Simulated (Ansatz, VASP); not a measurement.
**One calculation of HgTe, two programs**

```
Hg Te
1.0
     4.77083    0.00000    0.00000
    -2.38541    4.13166    0.00000
     0.00000    0.00000    7.12351
Hg Te
2 2
Direct
  0.33333 0.66667 0.25000
  0.66667 0.33333 0.75000
  0.66667 0.33333 0.25000
  0.33333 0.66667 0.75000
```

Alike in both runs: task single point; functional r2SCAN; k mesh 6 × 6 × 4; occupations fermi-dirac, width 0.02 eV; no spin polarisation.

|  | VASP | Ansatz |
| --- | --- | --- |
| version | VASP 6.6.1 | Ansatz 0.2.0 |
| potentials or method | VASP PAW PBE potentials, release 64 (Hg, Te) | plane waves, PAW |
| plane-wave cutoff (eV) | 520 | 500 |
| valence electrons in the cell | 36 | 72 |

|  | VASP | Ansatz | Ansatz less VASP |
| --- | --- | --- | --- |
| pressure (GPa) | 1.3 | 1.2 | -0.11 |
| traceless stress, the component that is largest in VASP (GPa) | -0.74 | -0.68 | +0.063 |

VASP's potentials were made for PBE, not for r2SCAN. VASP's potentials hold 36 valence electrons a cell and Ansatz's 72, so a difference there can come from the potentials and not from the codes.

Spin-orbit coupling is off throughout.
